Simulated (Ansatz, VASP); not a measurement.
CuO in VASP and in Ansatz

```
Cu O
1.0
     2.34160   -1.71440    0.00000
     2.34160    1.71440    0.00000
    -0.82974    0.00000    5.06215
Cu O
2 2
Cartesian
  1.1708 0.8572 0.0000
  0.7559 -0.8572 2.5311
  2.1342 -0.2465 1.2655
  1.7193 0.2465 3.7966
```

Alike in both runs: task single point; functional PBE; k mesh 8 × 8 × 4; occupations gaussian, width 0.02 eV; collinear spin; Hubbard terms Cu d U = 4.0 eV.

|  | VASP | Ansatz |
| --- | --- | --- |
| version | VASP 6.6.1 | Ansatz 0.2.0 |
| potentials or method | VASP PAW PBE potentials, release 64 (Cu, O), cutoff 520 eV | PAW, plane waves, scalar-relativistic |
| valence electrons in the cell | 34 | 50 |

```csv
,VASP,Ansatz,Ansatz less VASP
pressure (GPa),5.4,9.0,+3.56
"traceless stress, the component that is largest in VASP (GPa)",-1.51,-1.52,-0.015
rms of the force components (eV/Å),0.032,0.029,-0.0032
net moment per atom (μB),0.50,0.48,-0.022
size of the moment on the site where the two differ most (μB),0.66,0.60,-0.054
```

Site moments also hang on the region over which each program counts them. The programs project onto different local orbitals, so the same U acts differently, and such runs can settle in different states. Atom by atom the forces differ by 0.003 eV/Å (rms over components). VASP's potentials hold 34 valence electrons a cell and Ansatz's 50, so a difference there can come from the potentials and not from the codes. Ansatz's warnings: filled band counts differ across k points.
